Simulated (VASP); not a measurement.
# Na3OsRu (P6/mmm) in VASP: notebook, part 2 of 2

VASP 6.6.1. The steps go on from the part before.

## (4) Single point, PBE, collinear spin, ferromagnetic start

This run uses another cell than the first one, of 29.84 Å³/atom, 1.556 times its volume.

The input, INCAR:

```
ALGO = Fast
EDIFF = 1E-6
ENCUT = 520
GGA = PE
ISIF = 2
ISMEAR = 0
ISPIN = 2
LASPH = True
LCHARG = False
LMAXMIX = 4
LORBIT = 11
LREAL = False
LWAVE = False
MAGMOM = 0 0 0 1 1
NBANDS = 34
NELM = 150
PREC = Accurate
SIGMA = 0.1
```

The input, KPOINTS:

```
k-points
0
Gamma
  3 3 4
```

The input, POSCAR:

```
Na3OsRu
1.0
    6.1617528535      0.0000000000      0.0000000000
   -3.0808764268      5.3362345030      0.0000000000
    0.0000000000      0.0000000000      4.5383764617
Na Ru Os
3 1 1
Direct
    0.5000000000      0.0000000000      0.5000000000
    0.0000000000      0.5000000000      0.5000000000
    0.5000000000      0.5000000000      0.5000000000
    0.0000000000      0.0000000000      0.0000000000
    0.0000000000      0.0000000000      0.5000000000
```

Potentials or basis: VASP PAW PBE potentials, release 64 (Na_pv, Ru_pv, Os).

Started as:

```bash
> cat potpaw_PBE.64/Na_pv/POTCAR potpaw_PBE.64/Ru_pv/POTCAR potpaw_PBE.64/Os/POTCAR > POTCAR
> mpirun -np 1 vasp_std > vasp.out
```

OUTCAR:

```text
EDIFF = 1E-6
   ENCUT = 520
   GGA = PE
   ISIF = 2
   ISMEAR = 0
   ISPIN = 2
   LASPH = True
   LORBIT = 11
   LREAL = False
   NELM = 150
   PREC = Accurate

 ion  position               nearest neighbor table
   1  0.500  0.000  0.500-   5 3.08   5 3.08
   2  0.000  0.500  0.500-   5 3.08   5 3.08
   3  0.500  0.500  0.500-   5 3.08   5 3.08
   4  0.000  0.000  0.000-   5 2.27   5 2.27
   5  0.000  0.000  0.500-   4 2.27   4 2.27   3 3.08   3 3.08   1 3.08   1 3.08   2 3.08   2 3.08

  LATTYP: Found a hexagonal cell.
 ALAT       =     6.1617528535
 C/A-ratio  =     0.7365398401

  Lattice vectors:

 A1 = (   6.1617528535,   0.0000000000,   0.0000000000)
 A2 = (  -3.0808764268,   5.3362345030,   0.0000000000)
 A3 = (   0.0000000000,   0.0000000000,   4.5383764617)

Analysis of symmetry for initial positions (statically):
[... 844 lines left out ...]
  --------------------------------------------------------------------------------------
  -------------------------------------------------------------------------------------
  Total        0.2987967      0.2987967      1.1422116     -0.0000000      0.0000000      0.0000000
  in kB        3.2080910      3.2080910     12.2635853     -0.0000000      0.0000000      0.0000000
  external PRESSURE =       6.2265891 kB  Pullay stress =       0.0000000 kB

 VOLUME and BASIS-vectors are now :
 -----------------------------------------------------------------------------
  energy-cutoff  :      520.00
  volume of cell :      149.22
      direct lattice vectors                 reciprocal lattice vectors
     6.161752854  0.000000000  0.000000000     0.162291482  0.093699031  0.000000000
    -3.080876427  5.336234503  0.000000000     0.000000000  0.187398061  0.000000000
     0.000000000  0.000000000  4.538376462     0.000000000  0.000000000  0.220343114

 POSITION                                       TOTAL-FORCE (eV/Angst)
 -----------------------------------------------------------------------------------
      3.08088      0.00000      2.26919         0.000000      0.000000      0.000000
     -1.54044      2.66812      2.26919        -0.000000      0.000000      0.000000
      1.54044      2.66812      2.26919         0.000000      0.000000      0.000000
      0.00000      0.00000      0.00000         0.000000      0.000000      0.000000
      0.00000      0.00000      2.26919         0.000000      0.000000      0.000000
 -----------------------------------------------------------------------------------
    total drift:                                0.000000     -0.000000     -0.000000

  FREE ENERGIE OF THE ION-ELECTRON SYSTEM (eV)
  ---------------------------------------------------
  free  energy   TOTEN  =       -19.1040671356 eV

  energy  without entropy=      -19.0940504860  energy(sigma->0) =      -19.09905881

 total charge

# of ion       s       p       d       tot
------------------------------------------
    1        0.094   5.974   0.000   6.068
    2        0.094   5.974   0.000   6.068
    3        0.094   5.974   0.000   6.068
    4        0.359   6.167   6.071  12.597
    5        0.740   0.375   6.104   7.219
--------------------------------------------------
tot          1.379  24.465  12.175  38.020

 magnetization (x)

# of ion       s       p       d       tot
------------------------------------------
    1       -0.003   0.002   0.000  -0.001
    2       -0.003   0.002   0.000  -0.001
    3       -0.003   0.002   0.000  -0.001
    4        0.067   0.019   1.040   1.126
    5        0.028   0.029   0.759   0.816
--------------------------------------------------
tot          0.087   0.052   1.800   1.939
```

Run time: 85 s. Hardware: 1 thread of AMD EPYC 7R13 (Zen 3), shared host; peak memory 0.34 GiB.

Results:

```yaml
Free_energy: -19.1041 eV
Pressure: 0.6 GPa
Net_moment: 2.31 μB per cell
Site_moments: Na -0.00; Ru +1.13; Os +0.82 μB
Valence_electrons_inside_the_program's_atomic_spheres: Na 6.07; Ru 12.60; Os 7.22
```

Caveat: the k points lie up to 0.39 Å⁻¹ apart; spin-orbit coupling is left out, which moves the levels of the heavy elements.

## (5) Relaxation of cell and atoms, PBE

The input, INCAR:

```
SYSTEM = Na3OsRu
PREC     = Accurate       ! precision mode
ENCUT    = 600            ! plane-wave cutoff, eV
EDIFF    = 1E-6           ! SCF threshold, eV
ISMEAR   = 0              ! smearing method
SIGMA    = 0.1            ! smearing width, eV
LREAL    = .False.        ! projectors in reciprocal space
LASPH    = .True.         ! aspherical terms in the spheres
NELM     = 100            ! most SCF steps
ALGO     = Normal         ! electronic algorithm
ISIF     = 3              ! what is computed and relaxed
LWAVE    = .False.        ! write WAVECAR
LCHARG   = .False.        ! write CHGCAR
GGA      = PE             ! functional
IBRION   = 2              ! ionic algorithm
NSW      = 90             ! ionic steps
EDIFFG   = -0.04          ! ionic threshold
```

The input, KPOINTS:

```
regular mesh
0
Gamma
  6 6 4
  0 0 0
```

POSCAR, as its differences from that of step 4:

```diff
@@ -2,5 +2,5 @@
 1.0
-    6.1617528535      0.0000000000      0.0000000000
-   -3.0808764268      5.3362345030      0.0000000000
-    0.0000000000      0.0000000000      4.5383764617
+    5.1527161600      0.0000000000      0.0000000000
+   -2.5763580800      4.4623830900      0.0000000000
+    0.0000000000      0.0000000000      4.1710848300
 Na Ru Os
```

Started as:

```bash
> cat potpaw_PBE.64/Na_pv/POTCAR potpaw_PBE.64/Ru_pv/POTCAR potpaw_PBE.64/Os/POTCAR > POTCAR
> mpirun -np 1 vasp_std > vasp.out
```

Run time: 5.8 min. Hardware: 1 thread of AMD EPYC 7R13 (Zen 3), shared host; peak memory 0.26 GiB.

The run converged. Its results:

| Item | Value |
| --- | --- |
| Free energy | -18.8990 eV |
| Relaxed volume | 29.74 Å³/atom |
| Relaxed cell | a = 6.147 Å, b = 6.147 Å, c = 4.544 Å, α = 90.00°, β = 90.00°, γ = 120.00° |
| Space group after relaxing (to 0.05 Å) | P6/mmm (No. 191) |
| Energy gained by relaxing | 732.1 meV/atom |
| Ionic steps | 10 |
| Pressure after relaxing | 0.0 GPa |

Stress tensor (GPa, compression positive):
```
 0.10  0.00  0.00
 0.00  0.10  0.00
 0.00  0.00 -0.20
```

Step by step:
| step | energy change (eV) | largest force (eV/Å) | pressure (GPa) | volume (Å³) |
| --- | --- | --- | --- | --- |
| 1 | 0.0000 | 0.0000 | 35.84 | 95.91 |
| 2 | -1.2296 | 0.0000 | -5.62 | 167.84 |
| 3 | -2.7313 | 0.0000 | 2.13 | 127.24 |
| 4 | -2.7347 | 0.0000 | 2.70 | 126.05 |
| 5 | -3.6064 | 0.0000 | 0.45 | 142.16 |
| 6 | -3.6574 | 0.0000 | 0.48 | 148.82 |
| 7 | -3.6590 | 0.0000 | 0.45 | 147.99 |
| 8 | -3.6589 | 0.0000 | 0.43 | 147.55 |
| 9 | -3.6599 | 0.0000 | -0.21 | 149.44 |
| 10 | -3.6606 | 0.0000 | 0.00 | 148.68 |

Final structure:
```cif
data_structure
_symmetry_space_group_name_H-M 'P 1'
_symmetry_Int_Tables_number 1
_cell_length_a 6.1466
_cell_length_b 6.1466
_cell_length_c 4.5443
_cell_angle_alpha 90.000
_cell_angle_beta 90.000
_cell_angle_gamma 120.000
_cell_volume 148.68
loop_
_atom_site_label
_atom_site_type_symbol
_atom_site_fract_x
_atom_site_fract_y
_atom_site_fract_z
_atom_site_occupancy
Na1 Na 0.50000 0.00000 0.50000 1
Na2 Na 0.00000 0.50000 0.50000 1
Na3 Na 0.50000 0.50000 0.50000 1
Ru1 Ru 0.00000 0.00000 0.00000 1
Os1 Os 0.00000 0.00000 0.50000 1
```

Levels at points of the mesh, in eV from the Fermi level:
| k point | band 17 | band 18 | band 19 | band 20 | band 21 | band 22 | band 23 | band 24 | band 25 |
| --- | --- | --- | --- | --- | --- | --- | --- | --- | --- |
| (0.00, 0.00, 0.00) | -1.78 | -1.78 | 0.20 | 0.20 | 0.85 | 1.34 | 1.34 | 1.97 | 2.69 |
| (0.50, 0.00, 0.00) | -1.81 | -1.59 | -1.47 | 0.19 | 0.23 | 0.66 | 1.15 | 1.91 | 2.69 |
| (0.00, 0.00, 0.50) | -1.71 | -1.67 | -1.24 | -1.15 | -0.98 | -0.98 | -0.77 | -0.77 | 2.89 |
| (0.50, 0.00, 0.50) | -1.73 | -1.60 | -1.15 | -1.00 | -0.88 | -0.83 | -0.70 | -0.46 | 0.77 |

Caveat: the k points lie up to 0.35 Å⁻¹ apart in the final cell; the volume moved by over 15 % at a fixed basis, so the end points are rough; spin-orbit coupling is left out, which moves the levels of the heavy elements.

## (6) Overview

| task | spin | cell | k mesh | cutoff (eV) | gap on the mesh (eV) | pressure (GPa) |
| --- | --- | --- | --- | --- | --- | --- |
| single point | off | a = 5.153, b = 5.153, c = 4.171 Å, angles 90.0, 90.0, 120.0°, 5 atoms | 6 × 6 × 4 | 520 | none | 35.8 |
| single point | off | a = 6.162, b = 6.162, c = 4.538 Å, angles 90.0, 90.0, 120.0°, 5 atoms | 6 × 6 × 4 | 520 | none | 0.1 |
| single point | collinear, ferromagnetic start | a = 6.162, b = 6.162, c = 4.538 Å, angles 90.0, 90.0, 120.0°, 5 atoms | 3 × 3 × 4 | 520 | none | 0.6 |
| relaxation of cell and atoms | off | relaxed from a = 5.153, b = 5.153, c = 4.171 Å, angles 90.0, 90.0, 120.0°, 5 atoms | 6 × 6 × 4 | 600 | none | 0.0 |

Alike in all rows: level PBE; potentials or basis VASP PAW PBE potentials, release 64 (Na_pv, Ru_pv, Os); smearing gaussian 0.1 eV.

Caveats: some runs use coarse meshes; spin-orbit coupling is left out, which moves the levels of the heavy elements; the volume moved by over 15 % at a fixed basis, so the end points are rough (some runs).

Absolute energies hang on the potentials; compare differences alone.
